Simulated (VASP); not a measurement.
# YF7 (Fm-3m) in VASP: further runs

YF7 is run at these levels: PBE; tasks: relaxation of cell and atoms, single point.

Everything below comes from runs of VASP 6.6.1. Logs are shortened: lines on timing, memory, paths and dates and some standing lists are left out, and cuts for length are marked.

## (1) The cell of the first run

Symmetry: Fm-3m, No. 225, cubic system. The conventional cell has a = 7.532 Å, b = 7.532 Å, c = 7.532 Å, α = 90.00°, β = 90.00°, γ = 90.00°. Within 3.5 Å of Y (site symmetry m-3m) lie 12 F at 2.66 Å. F (site symmetry m-3m) has 12 F at 2.66 Å within 3.5 Å. Within 3.5 Å of F (site symmetry mmm) lie 2 Y at 2.66 Å and 10 F at 2.66 Å.

## (2) Relaxation of cell and atoms, PBE, collinear spin, ferromagnetic start

The input, INCAR:

```
ALGO = Normal
EDIFF = 1E-6
EDIFFG = -0.04
ENCUT = 600
GGA = PE
IBRION = 2
ISIF = 3
ISMEAR = 0
ISPIN = 2
LASPH = T
LCHARG = F
LMAXMIX = 4
LORBIT = 11
LREAL = F
LWAVE = F
MAGMOM = 0 1 1 1 1 1 1 1
NELM = 150
NSW = 90
PREC = Accurate
SIGMA = 0.1
```

The input, KPOINTS:

```
k-points
0
Gamma
  4 4 4
```

The input, POSCAR:

```
YF7
1.0
    0.0000000000      3.7658046800      3.7658046800
    3.7658046800      0.0000000000      3.7658046800
    3.7658046800      3.7658046800      0.0000000000
Y F
1 7
Direct
    0.0000000000      0.0000000000      0.0000000000
    0.5000000000      0.5000000000      0.5000000000
    0.0000000000      0.0000000000      0.5000000000
    0.5000000000      0.0000000000      0.5000000000
    0.0000000000      0.5000000000      0.5000000000
    0.5000000000      0.5000000000      0.0000000000
    0.0000000000      0.5000000000      0.0000000000
    0.5000000000      0.0000000000      0.0000000000
```

Potentials or basis: VASP PAW PBE potentials, release 64 (Y_sv, F).

Run with:

```sh
$ cat potpaw_PBE.64/Y_sv/POTCAR potpaw_PBE.64/F/POTCAR > POTCAR
$ mpirun -np 1 vasp_std > vasp.out
```

OUTCAR:

```text
EDIFF = 1E-6
   EDIFFG = -0.04
   ENCUT = 600
   GGA = PE
   IBRION = 2
   ISIF = 3
   ISMEAR = 0
   ISPIN = 2
   LASPH = T
   LORBIT = 11
   LREAL = F
   NELM = 150
   NSW = 90
   PREC = Accurate

 ion  position               nearest neighbor table
   1  0.000  0.000  0.000-   3 2.66   7 2.66   8 2.66   3 2.66   4 2.66   5 2.66   5 2.66   6 2.66
                             7 2.66   4 2.66   6 2.66   8 2.66
   2  0.500  0.500  0.500-
   3  0.000  0.000  0.500-   1 2.66   1 2.66
   4  0.500  0.000  0.500-   1 2.66   1 2.66
   5  0.000  0.500  0.500-   1 2.66   1 2.66
   6  0.500  0.500  0.000-   1 2.66   1 2.66
   7  0.000  0.500  0.000-   1 2.66   1 2.66
   8  0.500  0.000  0.000-   1 2.66   1 2.66

  LATTYP: Found a face centered cubic cell.
 ALAT       =     7.5316093600

  Lattice vectors:

 A1 = (   0.0000000000,   3.7658046800,   3.7658046800)
 A2 = (   3.7658046800,   0.0000000000,   3.7658046800)
 A3 = (   3.7658046800,   3.7658046800,   0.0000000000)

Analysis of symmetry for initial positions (statically):
=====================================================================
 Subroutine PRICEL returns:
 Original cell was already a primitive cell.

 Routine SETGRP: Setting up the symmetry group for a
 face centered cubic supercell.

 Subroutine GETGRP returns: Found 48 space group operations
 (whereof 48 operations were pure point group operations)
 out of a pool of 48 trial point group operations.

The static configuration has the point symmetry O_h .

Analysis of symmetry for dynamics (positions and initial velocities):
=====================================================================
 Subroutine PRICEL returns:
 Original cell was already a primitive cell.

 Routine SETGRP: Setting up the symmetry group for a
 face centered cubic supercell.

 Subroutine GETGRP returns: Found 48 space group operations
 (whereof 48 operations were pure point group operations)
 out of a pool of 48 trial point group operations.

The dynamic configuration has the point symmetry O_h .

Analysis of structural, dynamic, and magnetic symmetry:
=====================================================================
 Subroutine PRICEL returns:
 Original cell was already a primitive cell.

 Routine SETGRP: Setting up the symmetry group for a
 face centered cubic supercell.

 Subroutine GETGRP returns: Found 48 space group operations
 (whereof 48 operations were pure point group operations)
 out of a pool of 48 trial point group operations.

The overall configuration has the point symmetry O_h .

 Subroutine INISYM returns: Found 48 space group operations
 (whereof 48 operations are pure point group operations),
 and found     1 'primitive' translations

----------------------------------------------------------------------------------------

                                     Primitive cell

  volume of cell :     106.8079

  direct lattice vectors                    reciprocal lattice vectors
     0.000000000  3.765804680  3.765804680    -0.132773748  0.132773748  0.132773748
     3.765804680  0.000000000  3.765804680     0.132773748 -0.132773748  0.132773748
     3.765804680  3.765804680  0.000000000     0.132773748  0.132773748 -0.132773748

  length of vectors
     5.325652052  5.325652052  5.325652052     0.229970877  0.229970877  0.229970877

  position of ions in fractional coordinates (direct lattice)
     0.000000000  0.000000000  0.000000000
     0.500000000  0.500000000  0.500000000
     0.000000000  0.000000000  0.500000000
     0.500000000  0.000000000  0.500000000
     0.000000000  0.500000000  0.500000000
     0.500000000  0.500000000  0.000000000
     0.000000000  0.500000000  0.000000000
     0.500000000  0.000000000  0.000000000

  ion indices of the primitive-cell ions
   primitive index   ion index
                 1           1
                 2           2
                 3           3
                 4           4
                 5           5
                 6           6
                 7           7
                 8           8

[... 49 lines left out ...]
   IALGO  =     38    algorithm
   IMIX   =      4    mixing-type and parameters
     AMIX     =   0.40;   BMIX     =  1.00
     AMIX_MAG =   1.60;   BMIX_MAG =  1.00
  volume/ion in A,a.u.               =      13.35        90.10
  Fermi-wavevector in a.u.,A,eV,Ry     =   1.350799  2.552640 24.825985  1.824658
  Thomas-Fermi vector in A             =   2.478274
   LORBIT       =     11    0 simple, 1 ext, 2 COOP (PROOUT), +10 PAW based schemes
   GGA     = PE    functional components
   LHFCALC =     F    Hartree Fock is set to
   AEXX    =    0.0000 exact exchange contribution
   IVDW    =     0    specifies the selected vdW correction
   LEPSILON=     F    determine dielectric tensor
   LRPA    =     F    only Hartree local field effects (RPA)
 conjugate gradient relaxation of ions
 spin polarized calculation
 Gauss-broadening in eV      SIGMA  =   0.10
  energy-cutoff  :      600.00
  volume of cell :      106.81
 maximum number of plane-waves:      3591
 NGX is ok and might be reduce to    48
   NGX = 21   NGY = 21   NGZ = 21

--------------------------------------- Ionic step        1  -------------------------------------------

 number of electron      59.9999984 magnetization       4.0003411

 Free energy of the ion-electron system (eV)
  ---------------------------------------------------
  ext. energy  EPLUGINS =         0.00000000
  ---------------------------------------------------
  free energy    TOTEN  =       -30.93428417 eV

  energy without entropy =      -30.86958282  energy(sigma->0) =      -30.90193349

 E-fermi :  -2.2501     XC(G=0):  -9.5357

 val. band max:       -2.2538367066   @ k =   0.5000   0.5000   0.0000
 cond. band min:      -2.2340159698   @ k =   0.2500   0.2500   0.0000
 fundamental gap:      0.0198207368
 Fermi energy:        -2.2501284222

 spin component 1

 k-point     1 :       0.0000    0.0000    0.0000
  band No.  band energies     occupation
      1     -43.8478      1.00000
      2     -23.6831      1.00000
      3     -23.6058      1.00000
      4     -23.6058      1.00000
      5     -23.6058      1.00000
      6     -22.9821      1.00000
[... 803 lines left out ...]
  energy  without entropy=      -31.8579716046  energy(sigma->0) =      -31.88309493

--------------------------------------- Ionic step        4  -------------------------------------------

 number of electron      59.9999996 magnetization       3.9999999

 Free energy of the ion-electron system (eV)
  ---------------------------------------------------
  ext. energy  EPLUGINS =         0.00000000
  ---------------------------------------------------
  free energy    TOTEN  =       -31.90932656 eV

  energy without entropy =      -31.85961562  energy(sigma->0) =      -31.88447109

 E-fermi :  -0.7861     XC(G=0): -10.6987

 val. band max:       -0.7907629179   @ k =   0.2500   0.0000   0.0000
 cond. band min:      -0.7481191404   @ k =   0.5000   0.5000   0.0000
 fundamental gap:      0.0426437776
 Fermi energy:        -0.7860923498

 spin component 1

 k-point     1 :       0.0000    0.0000    0.0000
  band No.  band energies     occupation
      1     -41.0341      1.00000
      2     -23.0954      1.00000
      3     -21.8130      1.00000
      4     -21.8130      1.00000
      5     -21.8130      1.00000
      6     -21.7341      1.00000
[... 715 lines left out ...]
  FREE ENERGIE OF THE ION-ELECTRON SYSTEM (eV)
  ---------------------------------------------------
  free  energy   TOTEN  =       -31.9093265564 eV

  energy  without entropy=      -31.8596156191  energy(sigma->0) =      -31.88447109

 reached required accuracy - stopping structural energy minimisation

 total charge

# of ion       s       p       d       f       tot
--------------------------------------------------
    1        2.101   6.226   0.588   0.093   9.009
    2        1.762   4.042   0.000   0.000   5.804
    3        1.749   4.196   0.000   0.000   5.945
    4        1.749   4.196   0.000   0.000   5.945
    5        1.749   4.196   0.000   0.000   5.945
    6        1.749   4.196   0.000   0.000   5.945
    7        1.749   4.196   0.000   0.000   5.945
    8        1.749   4.196   0.000   0.000   5.945
--------------------------------------------------
tot         14.360  35.443   0.588   0.093  50.484

 magnetization (x)

# of ion       s       p       d       f       tot
--------------------------------------------------
    1       -0.004  -0.013  -0.032  -0.004  -0.052
    2        0.003   0.827   0.000   0.000   0.831
    3        0.002   0.484   0.000   0.000   0.486
    4        0.002   0.484   0.000   0.000   0.486
    5        0.002   0.484   0.000   0.000   0.486
    6        0.002   0.484   0.000   0.000   0.486
    7        0.002   0.484   0.000   0.000   0.486
    8        0.002   0.484   0.000   0.000   0.486
--------------------------------------------------
tot          0.013   3.716  -0.032  -0.004   3.693
```

It took 5.7 min on 1 thread of Intel Xeon 6975P-C (Granite Rapids), shared host; peak memory 0.47 GiB.

What came out:

- Free energy: -31.9093 eV
- Relaxed volume: 10.70 Å³/atom
- Relaxed cell: a = 4.947 Å, b = 4.947 Å, c = 4.947 Å, α = 60.00°, β = 60.00°, γ = 60.00°
- Space group after relaxing (to 0.05 Å): Fm-3m (No. 225)
- Energy gained by relaxing: 121.9 meV/atom
- Ionic steps: 4
- Pressure after relaxing: 0.1 GPa
- Band gap on the k mesh: zero (filled and empty bands overlap)
- Net moment: 4.00 μB per cell
- Site moments: Y -0.05; F +0.83, +0.49 μB
- Valence electrons inside the program's atomic spheres: Y 9.01; F 5.80, 5.95

The path:
| step | energy change (eV) | largest force (eV/Å) | pressure (GPa) | volume (Å³) |
| --- | --- | --- | --- | --- |
| 1 | 0.0000 | 0.0000 | -11.91 | 106.81 |
| 2 | -0.8529 | 0.0000 | -5.66 | 92.18 |
| 3 | -0.9739 | 0.0000 | -0.69 | 86.34 |
| 4 | -0.9750 | 0.0000 | 0.15 | 85.61 |

Final structure:
```xyz
8
Lattice="0.0000 3.4981 3.4981 3.4981 0.0000 3.4981 3.4981 3.4981 0.0000" Properties=species:S:1:pos:R:3 pbc="T T T"
Y     3.4981    3.4981    6.9961
F     3.4981    3.4981    3.4981
F     1.7490    5.2471    3.4981
F     5.2471    3.4981    5.2471
F     3.4981    1.7490    1.7490
F     1.7490    1.7490    3.4981
F     5.2471    3.4981    1.7490
F     6.9961    5.2471    5.2471
```

Levels at points of the mesh, in eV from the Fermi level:
Spin up:
```
           k point  band 28  band 29  band 30  band 31  band 32  band 33  band 34  band 35  band 36  band 37
(0.00, 0.00, 0.00)    -0.88    -0.88    -0.63    -0.63    -0.63     6.57     6.57     7.03     7.03     7.03
(0.50, 0.00, 0.00)    -1.23    -0.90    -0.90    -0.76    -0.76     7.06     7.06     7.83     8.46     8.46
(0.50, 0.50, 0.00)    -1.18    -1.12    -1.12    -0.94    -0.89     7.44     7.47     7.88     8.92     8.92
```
Spin down:
```
           k point  band 25  band 26  band 27  band 28  band 29  band 30  band 31  band 32
(0.00, 0.00, 0.00)     0.10     0.10     0.10     0.41     0.41     0.68     0.68     0.68
(0.50, 0.00, 0.00)    -0.82    -0.15    -0.15    -0.13     0.24     0.24     0.55     0.55
(0.50, 0.50, 0.00)    -1.03    -0.79    -0.05    -0.05     0.04     0.29     0.29     0.39
```

Caveat: the k points lie up to 0.39 Å⁻¹ apart in the final cell; the volume moved by over 15 % at a fixed basis, so the end points are rough.

## (3) Single point, PBE, collinear spin, ferromagnetic start

This run uses another cell than the first one, of 10.79 Å³/atom, 0.808 times its volume.

The input, INCAR:

```
SYSTEM = YF7
PREC     = Accurate       ! precision mode
ENCUT    = 520            ! plane-wave cutoff, eV
EDIFF    = 1E-6           ! SCF threshold, eV
ISMEAR   = 0              ! smearing method
SIGMA    = 0.1            ! smearing width, eV
LREAL    = .False.        ! projectors in reciprocal space
LASPH    = .True.         ! aspherical terms in the spheres
NELM     = 150            ! most SCF steps
ALGO     = Normal         ! electronic algorithm
ISIF     = 2              ! what is computed and relaxed
LWAVE    = .False.        ! write WAVECAR
LCHARG   = .False.        ! write CHGCAR
ISPIN    = 2              ! spin polarisation
MAGMOM   = 0 0.64 0.64 0.64 0.64 0.64 0.64 0.64 ! initial moments
LORBIT   = 11             ! projections on sites
LMAXMIX  = 4              ! l up to which the mixer works
GGA      = PE             ! functional
NBANDS   = 44             ! bands
```

The input, KPOINTS:

```
regular mesh
0
Gamma
  10 10 10
  0 0 0
```

Edit POSCAR of step 2 so:

```diff
@@ -2,5 +2,5 @@
 1.0
-    0.0000000000      3.7658046800      3.7658046800
-    3.7658046800      0.0000000000      3.7658046800
-    3.7658046800      3.7658046800      0.0000000000
+    0.0000000000      3.5073440839      3.5073440839
+    3.5073440839      0.0000000000      3.5073440839
+    3.5073440839      3.5073440839      0.0000000000
 Y F
```

Potentials or basis: VASP PAW PBE potentials, release 64 (Y_sv, F).

Run with:

```sh
$ cat potpaw_PBE.64/Y_sv/POTCAR potpaw_PBE.64/F/POTCAR > POTCAR
$ mpirun -np 1 vasp_std > vasp.out
```

It took 15 min on 1 thread of Intel Xeon 6975P-C (Granite Rapids), shared host; peak memory 0.49 GiB.

It converged, with:

```yaml
Free_energy: -31.3429 eV
Pressure: -0.5 GPa
Net_moment: -1.50 μB per cell
Site_moments: Y +0.01; F -0.85, -0.09 μB
Valence_electrons_inside_the_program's_atomic_spheres: Y 8.99; F 5.79, 5.95
```

Levels at points of the mesh, in eV from the Fermi level:
Spin up:
| k point | band 26 | band 27 | band 28 | band 29 | band 30 | band 31 | band 32 | band 33 | band 34 | band 35 |
| --- | --- | --- | --- | --- | --- | --- | --- | --- | --- | --- |
| (0.00, 0.00, 0.00) | -0.10 | 0.13 | 0.13 | 0.13 | 0.55 | 0.55 | 0.55 | 6.75 | 6.75 | 7.22 |
| (0.50, 0.00, 0.00) | -0.50 | -0.50 | -0.09 | -0.01 | -0.01 | 0.42 | 0.42 | 7.26 | 7.26 | 8.03 |
| (0.50, 0.50, 0.00) | -0.94 | -0.27 | -0.27 | -0.12 | 0.07 | 0.23 | 0.23 | 7.64 | 7.70 | 8.10 |
Spin down:
```csv
k point,band 29,band 30,band 31,band 32,band 33,band 34
"(0.00, 0.00, 0.00)",0.05,0.05,0.23,0.23,6.75,6.75
"(0.50, 0.00, 0.00)",-0.04,-0.04,-0.02,-0.02,7.24,7.24
"(0.50, 0.50, 0.00)",-0.53,-0.35,-0.35,0.21,7.65,7.65
```

## (4) Single point, PBE, collinear spin, ferromagnetic start

This run uses another cell than the first one, of 10.79 Å³/atom, 0.808 times its volume.

The input, INCAR:

```
ALGO = Normal
EDIFF = 1E-6
ENCUT = 520
GGA = PE
ISIF = 2
ISMEAR = 0
ISPIN = 2
LASPH = True
LCHARG = False
LMAXMIX = 4
LORBIT = 11
LREAL = False
LWAVE = False
MAGMOM = 0 1 1 1 1 1 1 1
NBANDS = 44
NELM = 150
PREC = Accurate
SIGMA = 0.1
```

The input, KPOINTS:

```
k-points
0
Gamma
  4 4 4
```

Edit POSCAR of step 3 so:

```diff
@@ -2,5 +2,5 @@
 1.0
-    0.0000000000      3.5073440839      3.5073440839
-    3.5073440839      0.0000000000      3.5073440839
-    3.5073440839      3.5073440839      0.0000000000
+    0.0000000000      3.5080873390      3.5080873390
+    3.5080873390      0.0000000000      3.5080873390
+    3.5080873390      3.5080873390      0.0000000000
 Y F
```

Run with:

```sh
$ cat potpaw_PBE.64/Y_sv/POTCAR potpaw_PBE.64/F/POTCAR > POTCAR
$ mpirun -np 1 vasp_std > vasp.out
```

It took 3.3 min on 1 thread of Intel Xeon 6975P-C (Granite Rapids), shared host; peak memory 0.32 GiB.

It converged, with:

```yaml
Free_energy: -31.3402 eV
Pressure: -0.6 GPa
Net_moment: -1.46 μB per cell
Site_moments: Y +0.01; F -0.84, -0.09 μB
Valence_electrons_inside_the_program's_atomic_spheres: Y 8.99; F 5.79, 5.95
```

Levels at points of the mesh, in eV from the Fermi level:
Spin up:
```csv
k point,band 26,band 27,band 28,band 29,band 30,band 31,band 32,band 33
"(0.00, 0.00, 0.00)",-0.10,0.12,0.12,0.12,0.55,0.55,0.55,6.75
"(0.50, 0.00, 0.00)",-0.49,-0.49,-0.10,-0.01,-0.01,0.43,0.43,7.27
"(0.50, 0.50, 0.00)",-0.93,-0.27,-0.27,-0.11,0.07,0.24,0.24,7.64
```
Spin down:
| k point | band 28 | band 29 | band 30 | band 31 | band 32 | band 33 | band 34 | band 35 |
| --- | --- | --- | --- | --- | --- | --- | --- | --- |
| (0.00, 0.00, 0.00) | 0.06 | 0.06 | 0.06 | 0.22 | 0.22 | 6.76 | 6.76 | 7.22 |
| (0.50, 0.00, 0.00) | -0.81 | -0.04 | -0.04 | -0.02 | -0.02 | 7.25 | 7.25 | 8.03 |
| (0.50, 0.50, 0.00) | -0.92 | -0.51 | -0.35 | -0.35 | 0.21 | 7.65 | 7.65 | 8.07 |

Caveat: the k points lie up to 0.39 Å⁻¹ apart.

## (5) Single point, PBE

The input, INCAR:

```
ALGO = Normal
EDIFF = 1E-6
ENCUT = 600
GGA = PE
GGA_COMPAT = F
ISIF = 2
ISMEAR = 0
LASPH = T
LCHARG = T
LELF = T
LREAL = F
LVHAR = T
LWAVE = F
NBANDS = 40
NELM = 120
PREC = Accurate
SIGMA = 0.1
```

KPOINTS is that of step 4.

Edit POSCAR of step 4 so:

```diff
@@ -2,5 +2,5 @@
 1.0
-    0.0000000000      3.5080873390      3.5080873390
-    3.5080873390      0.0000000000      3.5080873390
-    3.5080873390      3.5080873390      0.0000000000
+    0.0000000000      3.7658046800      3.7658046800
+    3.7658046800      0.0000000000      3.7658046800
+    3.7658046800      3.7658046800      0.0000000000
 Y F
```

Run with:

```sh
$ cat potpaw_PBE.64/Y_sv/POTCAR potpaw_PBE.64/F/POTCAR > POTCAR
$ mpirun -np 1 vasp_std > vasp.out
```

Run time: 3.4 min. Hardware: 1 thread of Intel Xeon 8259CL, shared host; peak memory 0.35 GiB.

The run converged. Its results:

```yaml
Free_energy: -30.0996 eV
Pressure: -12.6 GPa
Band_gap_on_the_k_mesh: zero (band 30 reaches -2.45 eV, above the bottom of band 31 at -2.74 eV)
```

Levels at points of the mesh, in eV from the Fermi level:
| k point | band 27 | band 28 | band 29 | band 30 | band 31 | band 32 | band 33 | band 34 |
| --- | --- | --- | --- | --- | --- | --- | --- | --- |
| (0.00, 0.00, 0.00) | -0.07 | 0.07 | 0.07 | 0.24 | 0.24 | 0.24 | 5.90 | 5.90 |
| (0.50, 0.00, 0.00) | -0.33 | -0.24 | -0.01 | -0.01 | 0.15 | 0.15 | 6.18 | 6.18 |
| (0.50, 0.50, 0.00) | -0.20 | -0.20 | -0.10 | -0.05 | -0.05 | 0.05 | 6.39 | 6.45 |

Caveat: the k points lie up to 0.36 Å⁻¹ apart.

## (6) The runs side by side

```tsv
task	spin	cell	k mesh	cutoff (eV)	gap on the mesh (eV)	pressure (GPa)	moment (μB)
relaxation of cell and atoms	collinear, ferromagnetic start	relaxed from a = 5.326 Å, angles 60.0°, 8 atoms	4 × 4 × 4	600	none	0.1	4.00
single point	collinear, ferromagnetic start	a = 4.960 Å, angles 60.0°, 8 atoms	10 × 10 × 10	520	none	-0.5	1.50
single point	collinear, ferromagnetic start	a = 4.961 Å, angles 60.0°, 8 atoms	4 × 4 × 4	520	none	-0.6	1.46
single point	off	a = 5.326 Å, angles 60.0°, 8 atoms	4 × 4 × 4	600	none	-12.6	-
```

Alike in all rows: level PBE; potentials or basis VASP PAW PBE potentials, release 64 (Y_sv, F); smearing gaussian 0.1 eV.

Caveats: some runs use coarse meshes; the volume moved by over 15 % at a fixed basis, so the end points are rough (some runs).

Total energies depend on the potentials used, so only differences within one code and one set of settings carry meaning.
